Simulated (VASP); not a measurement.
# KI (Pm-3m) in VASP: further runs

Runs on KI. Level: PBE. Tasks: single point.

Program: VASP 6.6.1. These are calculated values, not measurements. Logs are shortened: lines on timing, memory, paths and dates and some standing lists are left out, and cuts for length are marked.

## (1) The cell of the first run

The structure is cubic, space group Pm-3m (No. 221). Conventional cell: a = 4.296 Å, b = 4.296 Å, c = 4.296 Å, α = 90.00°, β = 90.00°, γ = 90.00°. Within 4.9 Å of K (site symmetry m-3m) lie 8 I at 3.72 Å and 6 K at 4.30 Å. Within 4.9 Å of I (site symmetry m-3m) lie 8 K at 3.72 Å and 6 I at 4.30 Å.

## (2) Single point, PBE (volume changed by -3%)

File INCAR:

```
SYSTEM = KI
ALGO = Normal ; EDIFF = 1E-6
ENCUT = 520 ; GGA = PE
ISIF = 2 ; ISMEAR = 0
LASPH = .TRUE. ; LCHARG = .FALSE.
LREAL = .FALSE. ; LWAVE = .FALSE.
NBANDS = 15 ; NELM = 60
PREC = Accurate ; SIGMA = 0.01
```

File KPOINTS:

```
k-points
0
G
  6 6 6
  0 0 0
```

File POSCAR:

```
KI
1.0
    4.2961345964      0.0000000000      0.0000000000
    0.0000000000      4.2961345964      0.0000000000
    0.0000000000      0.0000000000      4.2961345964
K I
1 1
Direct
    0.0000000000      0.0000000000      0.0000000000
    0.5000000000      0.5000000000      0.5000000000
```

Potentials or basis: VASP PAW PBE potentials, release 64 (K_sv, I).

The run is started by

```sh
cat potpaw_PBE.64/K_sv/POTCAR potpaw_PBE.64/I/POTCAR > POTCAR
mpirun -np 1 vasp_std > vasp.out
```

OUTCAR:

```text
SYSTEM = KI
   EDIFF = 1E-6
   ENCUT = 520
   GGA = PE
   ISIF = 2
   ISMEAR = 0
   LASPH = .TRUE.
   LREAL = .FALSE.
   NELM = 60
   PREC = Accurate

 ion  position               nearest neighbor table
   1  0.000  0.000  0.000-
   2  0.500  0.500  0.500-

  LATTYP: Found a simple cubic cell.
 ALAT       =     4.2961345964

  Lattice vectors:

 A1 = (   4.2961345964,   0.0000000000,   0.0000000000)
 A2 = (   0.0000000000,   4.2961345964,   0.0000000000)
 A3 = (   0.0000000000,   0.0000000000,   4.2961345964)

Analysis of symmetry for initial positions (statically):
=====================================================================
 Subroutine PRICEL returns:
 Original cell was already a primitive cell.

 Routine SETGRP: Setting up the symmetry group for a
 simple cubic supercell.

 Subroutine GETGRP returns: Found 48 space group operations
 (whereof 48 operations were pure point group operations)
 out of a pool of 48 trial point group operations.

The static configuration has the point symmetry O_h .

Analysis of symmetry for dynamics (positions and initial velocities):
=====================================================================
 Subroutine PRICEL returns:
 Original cell was already a primitive cell.

 Routine SETGRP: Setting up the symmetry group for a
 simple cubic supercell.

 Subroutine GETGRP returns: Found 48 space group operations
 (whereof 48 operations were pure point group operations)
 out of a pool of 48 trial point group operations.

The dynamic configuration has the point symmetry O_h .

 Subroutine INISYM returns: Found 48 space group operations
 (whereof 48 operations are pure point group operations),
 and found     1 'primitive' translations

----------------------------------------------------------------------------------------

                                     Primitive cell

  volume of cell :      79.2928

  direct lattice vectors                    reciprocal lattice vectors
     4.296134596  0.000000000  0.000000000     0.232767381  0.000000000  0.000000000
     0.000000000  4.296134596  0.000000000     0.000000000  0.232767381  0.000000000
     0.000000000  0.000000000  4.296134596     0.000000000  0.000000000  0.232767381

  length of vectors
     4.296134596  4.296134596  4.296134596     0.232767381  0.232767381  0.232767381

  position of ions in fractional coordinates (direct lattice)
     0.000000000  0.000000000  0.000000000
     0.500000000  0.500000000  0.500000000

  ion indices of the primitive-cell ions
   primitive index   ion index
                 1           1
                 2           2

----------------------------------------------------------------------------------------

 KPOINTS: k-points

Automatic generation of k-mesh.
 Grid dimensions read from file:
 generate k-points for:    6    6    6

 Generating k-lattice:

  Cartesian coordinates                     Fractional coordinates (reciprocal lattice)
     0.038794564  0.000000000  0.000000000     0.166666667  0.000000000  0.000000000
     0.000000000  0.038794564  0.000000000     0.000000000  0.166666667  0.000000000
     0.000000000  0.000000000  0.038794564     0.000000000  0.000000000  0.166666667

  Length of vectors
     0.038794564  0.038794564  0.038794564

  Shift w.r.t. Gamma in fractional coordinates (k-lattice)
     0.000000000  0.000000000  0.000000000

 Subroutine IBZKPT returns following result:
 ===========================================

 Found     20 irreducible k-points:

 Following reciprocal coordinates:
            Coordinates               Weight
  0.000000  0.000000  0.000000      1.000000
  0.166667  0.000000  0.000000      6.000000
  0.333333  0.000000  0.000000      6.000000
  0.500000  0.000000  0.000000      3.000000
  0.166667  0.166667  0.000000     12.000000
  0.333333  0.166667  0.000000     24.000000
[... 12 lines left out ...]
  0.500000  0.500000  0.333333      6.000000
  0.500000  0.500000  0.500000      1.000000
   k-points           NKPTS =     20   k-points in BZ     NKDIM =     20   number of bands    NBANDS=     15
   number of dos      NEDOS =    301   number of ions     NIONS =      2
   total plane-waves  NPLWV =  32768
   dimension x,y,z NGX =    32 NGY =   32 NGZ =   32
   dimension x,y,z NGXF=    64 NGYF=   64 NGZF=   64
   ions per type =               1   1
   NGX,Y,Z   is equivalent  to a cutoff of  12.38, 12.38, 12.38 a.u.
   NGXF,Y,Z  is equivalent  to a cutoff of  24.77, 24.77, 24.77 a.u.
 SYSTEM =  KI
   PREC   = accura    normal or accurate (medium, high low for compatibility)
   ISTART =      0    job   : 0-new  1-cont  2-samecut
   ICHARG =      2    charge: 1-file 2-atom 10-const
   ISPIN  =      1    spin polarized calculation?
   LNONCOLLINEAR =      F non collinear calculations
   LSORBIT =      F    spin-orbit coupling
   LASPH  =      T    aspherical Exc in radial PAW
   ENCUT  =  520.0 eV  38.22 Ry    6.18 a.u.   7.99  7.99  7.99*2*pi/ulx,y,z
   NELM   =     60;   NELMIN=  2; NELMDL= -5     # of ELM steps
   EDIFF  = 0.1E-05   stopping-criterion for ELM
   LREAL  =      F    real-space projection
   EDIFFG = 0.1E-04   stopping-criterion for IOM
   NSW    =      0    number of steps for IOM
   IBRION =     -1    ionic relax: 0-MD 1-quasi-New 2-CG
   NFREE  =      0    steps in history (QN), initial steepest desc. (CG)
   ISIF   =      2    stress and relaxation
   ISYM   =      2    0-nonsym 1-usesym 2-fastsym
   POTIM  = 0.5000    time-step for ionic-motion
   TEBEG  =    0.0;   TEEND  =   0.0 temperature during run
   PSTRESS=    0.0 pullay stress
   NELECT =      16.0000    total number of electrons
   NUPDOWN=      -1.0000    fix difference up-down
   EMIN   =  10.00;   EMAX   =-10.00  energy-range for DOS
   EFERMI =   0.00;   METHOD = LEGACY
   ISMEAR =     0;   SIGMA  =   0.01  broadening in eV -4-tet -1-fermi 0-gaus
   EFERMI_NEDOS =   21; number of points for ismear=-14 and -15
   IALGO  =     38    algorithm
   IMIX   =      4    mixing-type and parameters
     AMIX     =   0.40;   BMIX     =  1.00
     AMIX_MAG =   1.60;   BMIX_MAG =  1.00
  volume/ion in A,a.u.               =      39.65       267.55
  Fermi-wavevector in a.u.,A,eV,Ry     =   0.960219  1.814551 12.544850  0.922020
  Thomas-Fermi vector in A             =   2.089484
   LORBIT       =      0    0 simple, 1 ext, 2 COOP (PROOUT), +10 PAW based schemes
   GGA     = PE    functional components
   LHFCALC =     F    Hartree Fock is set to
   AEXX    =    0.0000 exact exchange contribution
   IVDW    =     0    specifies the selected vdW correction
   LEPSILON=     F    determine dielectric tensor
   LRPA    =     F    only Hartree local field effects (RPA)
 non-spin polarized calculation
 Gauss-broadening in eV      SIGMA  =   0.01
  energy-cutoff  :      520.00
  volume of cell :       79.29
 maximum number of plane-waves:      2176
 NGX is ok and might be reduce to    32
   NGX = 15   NGY = 15   NGZ = 15

 number of electron      16.0000004 magnetization

 Free energy of the ion-electron system (eV)
  ---------------------------------------------------
  ext. energy  EPLUGINS =         0.00000000
  ---------------------------------------------------
  free energy    TOTEN  =        -5.42173093 eV

  energy without entropy =       -5.42173093  energy(sigma->0) =       -5.42173093

 E-fermi :   0.9340     XC(G=0):  -7.6954

 val. band max:        0.8588214978   @ k =   0.5000   0.5000   0.0000
 cond. band min:       4.1802483803   @ k =   0.0000   0.0000   0.0000
 fundamental gap:      3.3214268825
 Fermi energy:         0.9339854509

 k-point     1 :       0.0000    0.0000    0.0000
  band No.  band energies     occupation
      1     -28.5220      2.00000
      2     -11.9750      2.00000
      3     -11.9750      2.00000
      4     -11.9750      2.00000
      5     -10.2918      2.00000
      6       0.4998      2.00000
      7       0.4998      2.00000
      8       0.4998      2.00000
      9       4.1802      0.00000
     10       5.6307      0.00000
     11       5.6307      0.00000
     12       9.2431      0.00000
     13       9.2431      0.00000
     14       9.2431      0.00000
     15      11.3238      0.00000

 k-point     2 :       0.1667    0.0000    0.0000
  band No.  band energies     occupation
      1     -28.5209      2.00000
      2     -12.0180      2.00000
      3     -11.9722      2.00000
      4     -11.9722      2.00000
      5     -10.2169      2.00000
      6      -0.1386      2.00000
      7       0.5183      2.00000
      8       0.5183      2.00000
      9       4.7558      0.00000
     10       5.8283      0.00000
     11       6.2881      0.00000
     12       9.1543      0.00000
     13       9.1543      0.00000
     14       9.3532      0.00000
     15      10.3836      0.00000

 k-point     3 :       0.3333    0.0000    0.0000
  band No.  band energies     occupation
      1     -28.5186      2.00000
      2     -12.0977      2.00000
      3     -11.9666      2.00000
      4     -11.9666      2.00000
      5     -10.0682      2.00000
      6      -1.0494      2.00000
      7       0.5556      2.00000
      8       0.5556      2.00000
      9       5.7048      0.00000
     10       6.4024      0.00000
     11       7.5566      0.00000
     12       8.8942      0.00000
     13       9.1421      0.00000
     14       9.1421      0.00000
     15       9.6139      0.00000
[... 271 lines left out ...]
 k-point    19 :       0.5000    0.5000    0.3333
  band No.  band energies     occupation
      1     -28.5099      2.00000
      2     -12.0433      2.00000
      3     -12.0433      2.00000
      4     -12.0181      2.00000
      5      -9.8212      2.00000
      6      -0.8015      2.00000
      7      -0.8015      2.00000
      8      -0.4542      2.00000
      9       5.8994      0.00000
     10       6.7160      0.00000
     11       6.7160      0.00000
     12       9.0073      0.00000
     13       9.7896      0.00000
     14       9.7896      0.00000
     15      10.4125      0.00000

 k-point    20 :       0.5000    0.5000    0.5000
  band No.  band energies     occupation
      1     -28.5088      2.00000
      2     -12.0387      2.00000
      3     -12.0387      2.00000
      4     -12.0387      2.00000
      5      -9.7769      2.00000
      6      -0.7873      2.00000
      7      -0.7873      2.00000
      8      -0.7873      2.00000
      9       6.4885      0.00000
     10       6.4885      0.00000
     11       6.4885      0.00000
     12       9.6878      0.00000
     13       9.6878      0.00000
     14       9.6878      0.00000
     15       9.9892      0.00000

------------------------ aborting loop because EDIFF is reached ----------------------------------------

  FORCE on cell =-STRESS in cart. coord.  units (eV):
  Direction    XX          YY          ZZ          XY          YZ          ZX
  --------------------------------------------------------------------------------------
  -------------------------------------------------------------------------------------
  Total        0.2272520      0.2272520      0.2272520     -0.0000000     -0.0000000      0.0000000
  in kB        4.5918174      4.5918174      4.5918174     -0.0000000     -0.0000000      0.0000000
  external PRESSURE =       4.5918174 kB  Pullay stress =       0.0000000 kB

 VOLUME and BASIS-vectors are now :
 -----------------------------------------------------------------------------
  energy-cutoff  :      520.00
  volume of cell :       79.29
      direct lattice vectors                 reciprocal lattice vectors
     4.296134596  0.000000000  0.000000000     0.232767381  0.000000000  0.000000000
     0.000000000  4.296134596  0.000000000     0.000000000  0.232767381  0.000000000
     0.000000000  0.000000000  4.296134596     0.000000000  0.000000000  0.232767381

 POSITION                                       TOTAL-FORCE (eV/Angst)
 -----------------------------------------------------------------------------------
      0.00000      0.00000      0.00000         0.000000      0.000000      0.000000
      2.14807      2.14807      2.14807         0.000000      0.000000      0.000000
 -----------------------------------------------------------------------------------
    total drift:                                0.000000      0.000000     -0.000000

  FREE ENERGIE OF THE ION-ELECTRON SYSTEM (eV)
  ---------------------------------------------------
  free  energy   TOTEN  =        -5.4217309347 eV

  energy  without entropy=       -5.4217309347  energy(sigma->0) =       -5.42173093
```

Run time: 7.7 s. Hardware: 1 thread of Intel Xeon 6975P-C (Granite Rapids), shared host; peak memory 0.18 GiB.

Results:

```yaml
Free_energy: -5.4217 eV
Pressure: 0.5 GPa
Band_gap_on_the_k_mesh: 3.32 eV, indirect (least direct gap 3.68 eV)
```

Caveat: the cell differs from its parent crystal (volume changed by -3%); spin-orbit coupling is left out, which moves the levels of the heavy elements. A k mesh can miss the band edges.

## (3) Single point, PBE

This run uses another cell than the first one, of 40.87 Å³/atom, 1.031 times its volume.

File INCAR:

```
SYSTEM = KI
ALGO = Normal
EDIFF = 1E-6
ENCUT = 520
GGA = PE
ISIF = 2
ISMEAR = 0
LASPH = .TRUE.
LCHARG = .FALSE.
LREAL = .FALSE.
LWAVE = .FALSE.
NBANDS = 15
NELM = 80
PREC = Accurate
SIGMA = 0.01
```

KPOINTS is that of step 2.

File POSCAR:

```
KI
1.0
    4.3399757325      0.0000000000      0.0000000000
    0.0000000000      4.3399757325      0.0000000000
    0.0000000000      0.0000000000      4.3399757325
K I
1 1
Direct
    0.0000000000      0.0000000000      0.0000000000
    0.5000000000      0.5000000000      0.5000000000
```

Potentials or basis: VASP PAW PBE potentials, release 64 (K_sv, I).

The run is started by

```sh
cat potpaw_PBE.64/K_sv/POTCAR potpaw_PBE.64/I/POTCAR > POTCAR
mpirun -np 1 vasp_std > vasp.out
```

Wall time 8.3 s (1 thread of Intel Xeon 6975P-C (Granite Rapids), shared host); peak memory 0.18 GiB.

It converged, with:

- Free energy: -5.4256 eV
- Pressure: 0.0 GPa
- Band gap on the k mesh: 3.25 eV, indirect (least direct gap 3.59 eV)

Levels at points of the mesh, in eV from the valence-band top:
```csv
k point,band 4,band 5,band 6,band 7,band 8,band 9,band 10,band 11,band 12,band 13
"(0.00, 0.00, 0.00)",-12.86,-11.07,-0.34,-0.34,-0.34,3.25,4.83,4.83,8.35,8.35
"(0.50, 0.00, 0.00)",-12.85,-10.81,-2.17,-0.27,-0.27,5.40,6.21,6.88,7.08,8.59
"(0.50, 0.50, 0.00)",-12.85,-10.76,-1.62,-1.62,0.00,3.94,5.69,6.80,6.80,8.89
"(0.50, 0.50, 0.50)",-12.92,-10.60,-1.56,-1.56,-1.56,5.61,5.61,5.61,8.72,8.72
```

Caveat: spin-orbit coupling is left out, which moves the levels of the heavy elements.

## (4) Single point, PBE (volume changed by +3%)

File INCAR:

```
PREC = Accurate ; ENCUT = 520
EDIFF = 1E-6 ; ISMEAR = 0
SIGMA = 0.01 ; LREAL = F
LASPH = T ; NELM = 80
ALGO = Normal ; ISIF = 2
LWAVE = F ; LCHARG = F
GGA = PE ; NBANDS = 15
```

File KPOINTS:

```
regular mesh
0
Gamma
  6 6 6
```

File POSCAR:

```
KI
1.0
    4.3829485840      0.0000000000      0.0000000000
    0.0000000000      4.3829485840      0.0000000000
    0.0000000000      0.0000000000      4.3829485840
K I
1 1
Direct
    0.0000000000      0.0000000000      0.0000000000
    0.5000000000      0.5000000000      0.5000000000
```

The run is started by

```sh
cat potpaw_PBE.64/K_sv/POTCAR potpaw_PBE.64/I/POTCAR > POTCAR
mpirun -np 1 vasp_std > vasp.out
```

It took 13 s on 1 thread of Intel Xeon 6975P-C (Granite Rapids), shared host; peak memory 0.2 GiB.

The run converged. Its results:

```yaml
Free_energy: -5.4237 eV
Pressure: -0.3 GPa
Band_gap_on_the_k_mesh: 3.18 eV, indirect (least direct gap 3.51 eV)
```

Levels at points of the mesh, in eV from the valence-band top:
```csv
k point,band 4,band 5,band 6,band 7,band 8,band 9,band 10,band 11,band 12,band 13
"(0.00, 0.00, 0.00)",-12.90,-11.00,-0.33,-0.33,-0.33,3.18,4.88,4.88,8.31,8.31
"(0.50, 0.00, 0.00)",-12.89,-10.77,-2.07,-0.25,-0.25,5.32,6.22,6.73,7.09,8.52
"(0.50, 0.50, 0.00)",-12.88,-10.71,-1.55,-1.55,0.00,3.96,5.67,6.81,6.81,8.74
"(0.50, 0.50, 0.50)",-12.95,-10.57,-1.48,-1.48,-1.48,5.60,5.60,5.60,8.61,8.61
```

Caveat: the cell differs from its parent crystal (volume changed by +3%); spin-orbit coupling is left out, which moves the levels of the heavy elements. A k mesh can miss the band edges.

## (5) Single point, PBE (volume changed by +6%)

File INCAR:

```
PREC = Accurate
ENCUT = 520
EDIFF = 1E-6
ISMEAR = 0
SIGMA = 0.01
LREAL = F
LASPH = T
NELM = 80
ALGO = Normal
ISIF = 2
LWAVE = F
LCHARG = F
GGA = PE
NBANDS = 15
```

KPOINTS is that of step 4.

File POSCAR:

```
KI
1.0
    4.4250949059      0.0000000000      0.0000000000
    0.0000000000      4.4250949059      0.0000000000
    0.0000000000      0.0000000000      4.4250949059
K I
1 1
Direct
    0.0000000000      0.0000000000      0.0000000000
    0.5000000000      0.5000000000      0.5000000000
```

The run is started by

```sh
cat potpaw_PBE.64/K_sv/POTCAR potpaw_PBE.64/I/POTCAR > POTCAR
mpirun -np 1 vasp_std > vasp.out
```

Wall time 11 s (1 thread of Intel Xeon 6975P-C (Granite Rapids), shared host); peak memory 0.21 GiB.

The run converged. Its results:

```
Free energy            : -5.4169 eV
Pressure               : -0.6 GPa
Band gap on the k mesh : 3.12 eV, indirect (least direct gap 3.43 eV)
```

Levels at points of the mesh, in eV from the valence-band top:
```tsv
k point	band 6	band 7	band 8	band 9	band 10	band 11
(0.00, 0.00, 0.00)	-0.31	-0.31	-0.31	3.12	4.93	4.93
(0.50, 0.00, 0.00)	-1.97	-0.23	-0.23	5.25	6.23	6.59
(0.50, 0.50, 0.00)	-1.48	-1.48	0.00	3.98	5.66	6.81
(0.50, 0.50, 0.50)	-1.40	-1.40	-1.40	5.58	5.58	5.58
```

Caveat: the cell differs from its parent crystal (volume changed by +6%); spin-orbit coupling is left out, which moves the levels of the heavy elements.

## (6) Summary

| cell | gap on the mesh (eV) | pressure (GPa) |
| --- | --- | --- |
| a = 4.296 Å, 2 atoms | 3.32 | 0.5 |
| a = 4.340 Å, 2 atoms | 3.25 | 0.0 |
| a = 4.383 Å, 2 atoms | 3.18 | -0.3 |
| a = 4.425 Å, 2 atoms | 3.12 | -0.6 |

Alike in all rows: task single point; level PBE; potentials or basis VASP PAW PBE potentials, release 64 (K_sv, I); no spin polarisation; k mesh 6 × 6 × 6; cutoff (eV) 520; smearing gaussian 0.01 eV.

Caveats: spin-orbit coupling is left out, which moves the levels of the heavy elements.

Absolute energies hang on the potentials; compare differences alone.
